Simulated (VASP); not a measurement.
GaAs, 2 atoms in the cell. The cell holds a wire or tube with vacuum around it, 2 atoms: a = 9.000 Å, b = 9.300 Å, c = 4.594 Å, α = 90.00°, β = 90.00°, γ = 90.00°. 

```yaml
Program: VASP 6.6.1
Task: single point
Functional: r2SCAN
Potentials_or_basis: VASP PAW PBE potentials, release 64 (Ga_d, As)
Cutoff: 520 eV
k_mesh: 1 × 1 × 15
Occupations: gaussian, width 0.05 eV
Spin: collinear spin
Starting_moments: "[0.5, 0.5] μB"
Dipole_correction: no
Further_INCAR_settings: ALGO = Normal; EDIFF = 1e-07; NBANDS = 20
```

Potentials or basis: VASP PAW PBE potentials, release 64 (Ga_d, As).

The run is started by

```sh
$ cat potpaw_PBE.64/Ga_d/POTCAR potpaw_PBE.64/As/POTCAR > POTCAR
$ cp INCAR.step1 INCAR
$ mpirun -np 1 vasp_std > vasp.out
$ cp INCAR.step2 INCAR
$ mpirun -np 1 vasp_std > vasp.out
```

Hardware: 1 thread of Intel(R) Xeon(R) 6975P-C (Granite Rapids) (shared host).

Question: How long does it take, and how much memory?

Answer: It took 5.9 min on 1 thread of Intel(R) Xeon(R) 6975P-C (Granite Rapids), on a shared host, peak memory 0.68 GiB. Counts: k points 8.
